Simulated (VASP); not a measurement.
A run of VASP 6.6.1 is set up as follows.

The input INCAR:

```
SYSTEM = Tc
  PREC = Accurate
  ENCUT = 520
  EDIFF = 1E-6
  ISMEAR = -1
  SIGMA = 0.05
  LREAL = .FALSE.
  LASPH = .TRUE.
  NELM = 100
  ALGO = Fast
  ISIF = 2
  LWAVE = .FALSE.
  LCHARG = .FALSE.
  GGA = PE
  NBANDS = 20
```

Contents of KPOINTS:

```
Automatic mesh
0
G
  9 9 5
  0 0 0
```

File POSCAR:

```
Tc
1.0
    2.7400000000      0.0000000000      0.0000000000
   -1.3700000000      2.3729096064      0.0000000000
    0.0000000000      0.0000000000      4.2220800000
Tc
2
Direct
    0.6666666667      0.3333333333      0.7500000000
    0.3333333333      0.6666666667      0.2500000000
```

Potentials or basis: VASP PAW PBE potentials, release 64 (Tc_pv).

The run is started by

```console
$ cat potpaw_PBE.64/Tc_pv/POTCAR > POTCAR
$ mpirun -np 1 vasp_std > vasp.out
```

Predict the pressure.

16.9 GPa.

Predict the band gap on the k mesh.

zero (band 13 reaches 14.46 eV, above the bottom of band 14 at 12.30 eV).

Stress tensor (GPa, compression positive):
```
11.28  0.00  0.00
 0.00 11.28  0.00
 0.00  0.00 28.25
```
